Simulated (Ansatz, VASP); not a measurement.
## Lu3PbF: VASP beside Ansatz

```
Lu Pb F
1.0
     4.86079    0.00000    0.00000
     0.00000    4.86079    0.00000
     0.00000    0.00000    4.86079
Lu Pb F
3 1 1
Direct
  0.00000 0.50000 0.50000
  0.50000 0.00000 0.50000
  0.50000 0.50000 0.00000
  0.00000 0.00000 0.00000
  0.50000 0.50000 0.50000
```

Alike in both runs: functional PBE; k mesh 4 × 4 × 4; occupations gaussian, width 0.1 eV; no spin polarisation.

Ansatz relaxed the structure, and its values are those at the end. VASP's run is a single point on that final structure, the one shown.

|  | VASP | Ansatz |
| --- | --- | --- |
| version | VASP 6.6.1 | Ansatz 0.2.0 |
| potentials or method | VASP PAW PBE potentials, release 64 (Lu, Pb_d, F), cutoff 520 eV | scalar-relativistic, plane waves, PAW |
| valence electrons in the cell | 96 | 96 |

|  | VASP | Ansatz | Ansatz less VASP |
| --- | --- | --- | --- |
| gap on the k mesh at the Fermi level (eV) | none | none | - |
| pressure (GPa) | 0.1 | 0.0 | -0.13 |

A gap of «none» marks a metal or a gap that the smearing closes. With one functional, cell and mesh, what is left measures potentials, basis and numerics.

Spin-orbit coupling is off throughout.
